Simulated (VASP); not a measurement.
Wanted: the native input for a VASP 6.6.1 run.

```
Task                   : relaxation of cell and atoms
Functional             : PBE
Potentials or basis    : VASP PAW PBE potentials, release 64 (Ge_d)
Cutoff                 : 600 eV
k mesh                 : 3 × 3 × 6
Occupations            : gaussian, width 0.1 eV
Spin                   : no spin polarisation
Dipole correction      : no
Further INCAR settings : ALGO = Normal; EDIFF = 1e-06; IBRION = 2; EDIFFG = -0.04; NSW = 90; ISIF = 3
```

The structure of Ge lies in POSCAR:

```
Ge
1.0
    7.9532987666      0.0000000000      0.0000000000
   -3.9766493833      6.8877587758      0.0000000000
    0.0000000000      0.0000000000      3.0784343313
Ge
8
Direct
    0.3345685832      0.0000000000      0.0000000000
    0.0000000000      0.3345685832      0.0000000000
    0.6654314168      0.6654314168      0.0000000000
    0.6654314168      0.0000000000      0.0000000000
    0.0000000000      0.6654314168      0.0000000000
    0.3345685832      0.3345685832      0.0000000000
    0.3333333333      0.6666666667      0.5000000000
    0.6666666667      0.3333333333      0.5000000000
```

The input as run:

INCAR

```
ALGO = Normal
EDIFF = 1E-6
EDIFFG = -0.04
ENCUT = 600
GGA = PE
IBRION = 2
ISIF = 3
ISMEAR = 0
LASPH = T
LCHARG = F
LREAL = F
LWAVE = F
NELM = 60
NSW = 90
PREC = Accurate
SIGMA = 0.1
```

KPOINTS

```
k-points
0
Gamma
  3 3 6
```

Potentials or basis: VASP PAW PBE potentials, release 64 (Ge_d).

Command:

```sh
$ cat potpaw_PBE.64/Ge_d/POTCAR > POTCAR
$ mpirun -np 1 vasp_std > vasp.out
```

It gave:

```
Relaxed volume                         : 21.13 Å³/atom
Relaxed cell                           : a = 8.087 Å, b = 8.087 Å, c = 2.985 Å, α = 90.00°, β = 90.00°, γ = 120.00°
Space group after relaxing (to 0.05 Å) : P6/mmm (No. 191)
Energy gained by relaxing              : 7.6 meV/atom
Ionic steps                            : 9
Pressure after relaxing                : 0.1 GPa
Largest force after relaxing           : 0.022 eV/Å
Band gap on the k mesh                 : zero (band 56 reaches 7.85 eV, above the bottom of band 57 at 4.14 eV)
```

Run time: 11 min on 1 thread of Intel(R) Xeon(R) Platinum 8559C (Emerald Rapids) (shared host), peak memory 0.39 GiB.
